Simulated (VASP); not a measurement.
Input of a VASP 6.6.1 run:

File INCAR:

```
SYSTEM = W9C8
PREC = Accurate
ENCUT = 520
EDIFF = 1E-6
ISMEAR = -1
SIGMA = 0.15
LREAL = Auto
LASPH = .True.
NELM = 80
ALGO = Normal
ISIF = 2
LWAVE = .False.
LCHARG = .False.
GGA = PS
NBANDS = 93
```

The input KPOINTS:

```
Automatic mesh
0
Gamma
  1 1 1
  0 0 0
```

The input POSCAR:

```
W9C8
1.0
    5.7102600000      0.0000000000      0.0000000000
   -2.8551300000      4.9452300000      0.0000000000
    0.0000000000      0.0000000000     16.2045300000
W C
9 8
Direct
    0.0000000000      0.0000000000      0.0617110771
    0.0112759155      0.0065655187      0.2343370650
    0.0000000000      0.5000000000      0.0617110771
    0.0111811203      0.5059111507      0.2293914109
    0.5000000000      0.0000000000      0.0617110771
    0.5030191895      0.0013342150      0.2443230998
    0.5000000000      0.5000000000      0.0617110771
    0.5030509360      0.5032512138      0.2428308627
    0.8235959192      0.4137022949      0.3832099419
    0.3443395976      0.1717713837      0.1492879460
    0.3718745982      0.1873969461      0.3288372449
    0.3337360063      0.6676597448      0.1472609202
    0.3155100101      0.6583459212      0.3247209885
    0.8295170349      0.1625621053      0.1444375122
    0.8765321182      0.1757259015      0.3214712799
    0.8302256710      0.6677305201      0.1443219273
    0.8752986444      0.7025262728      0.3208215234
```

Potentials or basis: VASP PAW PBE potentials, release 64 (W_sv, C).

Launch:

```bash
$ cat potpaw_PBE.64/W_sv/POTCAR potpaw_PBE.64/C/POTCAR > POTCAR
$ mpirun -np 1 vasp_gam > vasp.out
```

(1) What does it give for the band gap on the k mesh?

(2) Estimate the largest force.

## Answers

(1) 0.04 eV.

(2) 4.134 eV/Å.

Caveat: the k points lie up to 1.27 Å⁻¹ apart; the PAW data sets were made with another functional, which shifts forces and pressure a little; spin-orbit coupling is left out, which moves the levels of the heavy elements.
